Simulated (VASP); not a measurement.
# TiB2 (Fm-3m) in VASP: notebook

TiB2 is run at these levels: PBE; tasks: single point, relaxation of cell and atoms.

Program: VASP 6.6.1. These are calculated values, not measurements. Logs are shortened: lines on timing, memory, paths and dates and some standing lists are left out, and cuts for length are marked.

### 1 The cell of the first run

It takes space group Fm-3m (No. 225, cubic). The conventional cell has a = 5.087 Å, b = 5.087 Å, c = 5.087 Å, α = 90.00°, β = 90.00°, γ = 90.00°. Ti (site symmetry m-3m) has 8 B at 2.20 Å within 2.9 Å. Within 2.9 Å of B (site symmetry -43m) lie 4 Ti at 2.20 Å and 6 B at 2.54 Å.

### 2 Single point, PBE, collinear spin, ferromagnetic start

Contents of INCAR:

```
  PREC = Accurate
  ENCUT = 520
  EDIFF = 1E-6
  ISMEAR = 0
  SIGMA = 0.1
  LREAL = F
  LASPH = T
  NELM = 150
  ALGO = Normal
  ISIF = 2
  LWAVE = F
  LCHARG = F
  ISPIN = 2
  MAGMOM = 1 0 0
  LORBIT = 11
  LMAXMIX = 4
  GGA = PE
  NBANDS = 20
```

Contents of KPOINTS:

```
regular mesh
0
Gamma
  6 6 6
```

Contents of POSCAR:

```
TiB2
1.0
    0.0000000000      2.5436588342      2.5436588342
    2.5436588342      0.0000000000      2.5436588342
    2.5436588342      2.5436588342      0.0000000000
Ti B
1 2
Direct
    0.5000000000      0.5000000000      0.5000000000
    0.2500000000      0.2500000000      0.2500000000
    0.7500000000      0.7500000000      0.7500000000
```

Potentials or basis: VASP PAW PBE potentials, release 64 (Ti_sv, B).

Run with:

```
> cat potpaw_PBE.64/Ti_sv/POTCAR potpaw_PBE.64/B/POTCAR > POTCAR
> mpirun -np 1 vasp_std > vasp.out
```

OUTCAR:

```text
PREC = Accurate
   ENCUT = 520
   EDIFF = 1E-6
   ISMEAR = 0
   LREAL = F
   LASPH = T
   NELM = 150
   ISIF = 2
   ISPIN = 2
   LORBIT = 11
   GGA = PE

 ion  position               nearest neighbor table
   1  0.500  0.500  0.500-   2 2.20   2 2.20   2 2.20   2 2.20   3 2.20   3 2.20   3 2.20   3 2.20

   2  0.250  0.250  0.250-   1 2.20   1 2.20   1 2.20   1 2.20
   3  0.750  0.750  0.750-   1 2.20   1 2.20   1 2.20   1 2.20

  LATTYP: Found a face centered cubic cell.
 ALAT       =     5.0873176684

  Lattice vectors:

 A1 = (   0.0000000000,   2.5436588342,   2.5436588342)
 A2 = (   2.5436588342,   0.0000000000,   2.5436588342)
 A3 = (   2.5436588342,   2.5436588342,   0.0000000000)

Analysis of symmetry for initial positions (statically):
=====================================================================
 Subroutine PRICEL returns:
 Original cell was already a primitive cell.

 Routine SETGRP: Setting up the symmetry group for a
 face centered cubic supercell.

 Subroutine GETGRP returns: Found 48 space group operations
 (whereof 48 operations were pure point group operations)
 out of a pool of 48 trial point group operations.

The static configuration has the point symmetry O_h .

Analysis of symmetry for dynamics (positions and initial velocities):
=====================================================================
 Subroutine PRICEL returns:
 Original cell was already a primitive cell.

 Routine SETGRP: Setting up the symmetry group for a
 face centered cubic supercell.

 Subroutine GETGRP returns: Found 48 space group operations
 (whereof 48 operations were pure point group operations)
 out of a pool of 48 trial point group operations.

The dynamic configuration has the point symmetry O_h .

Analysis of structural, dynamic, and magnetic symmetry:
=====================================================================
 Subroutine PRICEL returns:
 Original cell was already a primitive cell.

 Routine SETGRP: Setting up the symmetry group for a
 face centered cubic supercell.

 Subroutine GETGRP returns: Found 48 space group operations
 (whereof 48 operations were pure point group operations)
 out of a pool of 48 trial point group operations.

The overall configuration has the point symmetry O_h .

 Subroutine INISYM returns: Found 48 space group operations
 (whereof 48 operations are pure point group operations),
 and found     1 'primitive' translations

----------------------------------------------------------------------------------------

                                     Primitive cell

  volume of cell :      32.9160

  direct lattice vectors                    reciprocal lattice vectors
     0.000000000  2.543658834  2.543658834    -0.196567241  0.196567241  0.196567241
     2.543658834  0.000000000  2.543658834     0.196567241 -0.196567241  0.196567241
     2.543658834  2.543658834  0.000000000     0.196567241  0.196567241 -0.196567241

  length of vectors
     3.597276821  3.597276821  3.597276821     0.340464449  0.340464449  0.340464449

  position of ions in fractional coordinates (direct lattice)
     0.500000000  0.500000000  0.500000000
     0.250000000  0.250000000  0.250000000
     0.750000000  0.750000000  0.750000000

  ion indices of the primitive-cell ions
   primitive index   ion index
                 1           1
                 2           2
                 3           3

----------------------------------------------------------------------------------------

 KPOINTS: regular mesh

Automatic generation of k-mesh.
 Grid dimensions read from file:
 generate k-points for:    6    6    6

 Generating k-lattice:

  Cartesian coordinates                     Fractional coordinates (reciprocal lattice)
    -0.032761207  0.032761207  0.032761207     0.166666667  0.000000000  0.000000000
     0.032761207 -0.032761207  0.032761207     0.000000000  0.166666667  0.000000000
     0.032761207  0.032761207 -0.032761207     0.000000000  0.000000000  0.166666667

  Length of vectors
     0.056744075  0.056744075  0.056744075

  Shift w.r.t. Gamma in fractional coordinates (k-lattice)
     0.000000000  0.000000000  0.000000000

 Subroutine IBZKPT returns following result:
 ===========================================

 Found     16 irreducible k-points:

 Following reciprocal coordinates:
            Coordinates               Weight
  0.000000  0.000000  0.000000      1.000000
  0.166667  0.000000  0.000000      8.000000
  0.333333  0.000000  0.000000      8.000000
  0.500000  0.000000  0.000000      4.000000
  0.166667  0.166667  0.000000      6.000000
  0.333333  0.166667  0.000000     24.000000
[... 8 lines left out ...]
 -0.333333  0.333333  0.166667     24.000000
 -0.333333  0.500000  0.166667     12.000000
   k-points           NKPTS =     16   k-points in BZ     NKDIM =     16   number of bands    NBANDS=     20
   number of dos      NEDOS =    301   number of ions     NIONS =      3
   total plane-waves  NPLWV =  21952
   dimension x,y,z NGX =    28 NGY =   28 NGZ =   28
   dimension x,y,z NGXF=    56 NGYF=   56 NGZF=   56
   ions per type =               1   2
   NGX,Y,Z   is equivalent  to a cutoff of  12.94, 12.94, 12.94 a.u.
   NGXF,Y,Z  is equivalent  to a cutoff of  25.88, 25.88, 25.88 a.u.
 SYSTEM =  unknown system
   PREC   = accura    normal or accurate (medium, high low for compatibility)
   ISTART =      0    job   : 0-new  1-cont  2-samecut
   ICHARG =      2    charge: 1-file 2-atom 10-const
   ISPIN  =      2    spin polarized calculation?
   LNONCOLLINEAR =      F non collinear calculations
   LSORBIT =      F    spin-orbit coupling
   LASPH  =      T    aspherical Exc in radial PAW
   ENCUT  =  520.0 eV  38.22 Ry    6.18 a.u.   6.69  6.69  6.69*2*pi/ulx,y,z
   NELM   =    150;   NELMIN=  2; NELMDL= -5     # of ELM steps
   EDIFF  = 0.1E-05   stopping-criterion for ELM
   LREAL  =      F    real-space projection
   EDIFFG = 0.1E-04   stopping-criterion for IOM
   NSW    =      0    number of steps for IOM
   IBRION =     -1    ionic relax: 0-MD 1-quasi-New 2-CG
   NFREE  =      0    steps in history (QN), initial steepest desc. (CG)
   ISIF   =      2    stress and relaxation
   ISYM   =      2    0-nonsym 1-usesym 2-fastsym
   POTIM  = 0.5000    time-step for ionic-motion
   TEBEG  =    0.0;   TEEND  =   0.0 temperature during run
   PSTRESS=    0.0 pullay stress
   NELECT =      18.0000    total number of electrons
   NUPDOWN=      -1.0000    fix difference up-down
   EMIN   =  10.00;   EMAX   =-10.00  energy-range for DOS
   EFERMI =   0.00;   METHOD = LEGACY
   ISMEAR =     0;   SIGMA  =   0.10  broadening in eV -4-tet -1-fermi 0-gaus
   EFERMI_NEDOS =   21; number of points for ismear=-14 and -15
   IALGO  =     38    algorithm
   IMIX   =      4    mixing-type and parameters
     AMIX     =   0.40;   BMIX     =  1.00
     AMIX_MAG =   1.60;   BMIX_MAG =  1.00
  volume/ion in A,a.u.               =      10.97        74.04
  Fermi-wavevector in a.u.,A,eV,Ry     =   1.338742  2.529855 24.384762  1.792229
  Thomas-Fermi vector in A             =   2.467188
   LORBIT       =     11    0 simple, 1 ext, 2 COOP (PROOUT), +10 PAW based schemes
   GGA     = PE    functional components
   LHFCALC =     F    Hartree Fock is set to
   AEXX    =    0.0000 exact exchange contribution
   IVDW    =     0    specifies the selected vdW correction
   LEPSILON=     F    determine dielectric tensor
   LRPA    =     F    only Hartree local field effects (RPA)
 spin polarized calculation
 Gauss-broadening in eV      SIGMA  =   0.10
  energy-cutoff  :      520.00
  volume of cell :       32.92
 maximum number of plane-waves:       911
   NGX = 13   NGY = 13   NGZ = 13

 number of electron      17.9999996 magnetization      -0.0009429

 number of electron      17.9999996 magnetization       0.0000274

 Free energy of the ion-electron system (eV)
  ---------------------------------------------------
  ext. energy  EPLUGINS =         0.00000000
  ---------------------------------------------------
  free energy    TOTEN  =       -19.27659783 eV

  energy without entropy =      -19.26930753  energy(sigma->0) =      -19.27295268

 E-fermi :   6.7566     XC(G=0): -11.4995

 val. band max:        6.5479064192   @ k =   0.1667   0.1667   0.0000
 cond. band min:       6.7882028474   @ k =  -0.3333   0.3333   0.1667
 fundamental gap:      0.2402964282
 Fermi energy:         6.7565930964

 spin component 1

 k-point     1 :       0.0000    0.0000    0.0000
  band No.  band energies     occupation
      1     -49.7339      1.00000
      2     -26.0130      1.00000
      3     -26.0130      1.00000
      4     -26.0130      1.00000
      5      -4.0139      1.00000
      6       3.3750      1.00000
[... 12 lines left out ...]
     19      17.3055      0.00000
     20      17.3055      0.00000

 k-point     2 :       0.1667    0.0000    0.0000
  band No.  band energies     occupation
      1     -49.7314      1.00000
      2     -26.0443      1.00000
      3     -26.0180      1.00000
      4     -26.0180      1.00000
      5      -3.5597      1.00000
      6       2.5689      1.00000
[... 12 lines left out ...]
     19      18.5470      0.00000
     20      18.5470      0.00000
[... 280 lines left out ...]
      2     -26.1112      1.00000
      3     -26.0810      1.00000
      4     -26.0516      1.00000
      5       0.0319      1.00000
      6       0.4369      1.00000
[... 12 lines left out ...]
     19      21.2119      0.00000
     20      25.2757      0.00000

 k-point    16 :      -0.3333    0.5000    0.1667
  band No.  band energies     occupation
      1     -49.7204      1.00000
      2     -26.1138      1.00000
      3     -26.0798      1.00000
      4     -26.0632      1.00000
      5       0.5147      1.00000
      6       0.9359      1.00000
[... 12 lines left out ...]
     19      21.8745      0.00000
     20      24.2607      0.00000
 Fermi energy:         6.7565930964

 spin component 2

 k-point     1 :       0.0000    0.0000    0.0000
  band No.  band energies     occupation
      1     -49.7339      1.00000
      2     -26.0129      1.00000
      3     -26.0129      1.00000
      4     -26.0129      1.00000
      5      -4.0140      1.00000
      6       3.3750      1.00000
[... 12 lines left out ...]
     19      17.3055      0.00000
     20      17.3055      0.00000

 k-point     2 :       0.1667    0.0000    0.0000
  band No.  band energies     occupation
      1     -49.7314      1.00000
      2     -26.0443      1.00000
      3     -26.0180      1.00000
      4     -26.0180      1.00000
      5      -3.5597      1.00000
      6       2.5689      1.00000
[... 12 lines left out ...]
     19      18.5470      0.00000
     20      18.5470      0.00000
[... 281 lines left out ...]
      3     -26.0809      1.00000
      4     -26.0515      1.00000
      5       0.0318      1.00000
      6       0.4369      1.00000
[... 12 lines left out ...]
     19      21.2118      0.00000
     20      25.2757      0.00000

 k-point    16 :      -0.3333    0.5000    0.1667
  band No.  band energies     occupation
      1     -49.7204      1.00000
      2     -26.1138      1.00000
      3     -26.0797      1.00000
      4     -26.0632      1.00000
      5       0.5147      1.00000
      6       0.9359      1.00000
[... 12 lines left out ...]
     19      21.8744      0.00000
     20      24.2606      0.00000

------------------------ aborting loop because EDIFF is reached ----------------------------------------

  FORCE on cell =-STRESS in cart. coord.  units (eV):
  Direction    XX          YY          ZZ          XY          YZ          ZX
  --------------------------------------------------------------------------------------
  -------------------------------------------------------------------------------------
  Total        0.0093618      0.0093618      0.0093618      0.0000000      0.0000000      0.0000000
  in kB        0.4556848      0.4556848      0.4556848      0.0000000      0.0000000      0.0000000
  external PRESSURE =       0.4556848 kB  Pullay stress =       0.0000000 kB

 VOLUME and BASIS-vectors are now :
 -----------------------------------------------------------------------------
  energy-cutoff  :      520.00
  volume of cell :       32.92
      direct lattice vectors                 reciprocal lattice vectors
     0.000000000  2.543658834  2.543658834    -0.196567241  0.196567241  0.196567241
     2.543658834  0.000000000  2.543658834     0.196567241 -0.196567241  0.196567241
     2.543658834  2.543658834  0.000000000     0.196567241  0.196567241 -0.196567241

 POSITION                                       TOTAL-FORCE (eV/Angst)
 -----------------------------------------------------------------------------------
      2.54366      2.54366      2.54366        -0.000000     -0.000000     -0.000000
      1.27183      1.27183      1.27183         0.000000      0.000000      0.000000
      3.81549      3.81549      3.81549        -0.000000     -0.000000     -0.000000
 -----------------------------------------------------------------------------------
    total drift:                                0.000000      0.000000      0.000000

  FREE ENERGIE OF THE ION-ELECTRON SYSTEM (eV)
  ---------------------------------------------------
  free  energy   TOTEN  =       -19.2765978305 eV

  energy  without entropy=      -19.2693075272  energy(sigma->0) =      -19.27295268

 total charge

# of ion       s       p       d       tot
------------------------------------------
    1        2.231   6.217   2.114  10.563
    2        0.742   0.950   0.000   1.693
    3        0.742   0.950   0.000   1.693
--------------------------------------------------
tot          3.715   8.118   2.114  13.948

 magnetization (x)

# of ion       s       p       d       tot
------------------------------------------
    1       -0.000  -0.000   0.000   0.000
    2       -0.000  -0.000   0.000  -0.000
    3       -0.000  -0.000   0.000  -0.000
--------------------------------------------------
tot         -0.000  -0.000   0.000   0.000
```

Wall time 15 s (1 thread of Intel Xeon 6975P-C (Granite Rapids), shared host); peak memory 0.16 GiB.

Results:

```
Free energy                                           : -19.2766 eV
Pressure                                              : 0.0 GPa
Band gap on the k mesh                                : zero (filled and empty bands overlap)
Net moment                                            : 0.00 μB per cell
Valence electrons inside the program's atomic spheres : Ti 10.56; B 1.69
```

(Part 1 of 3 ends here.)
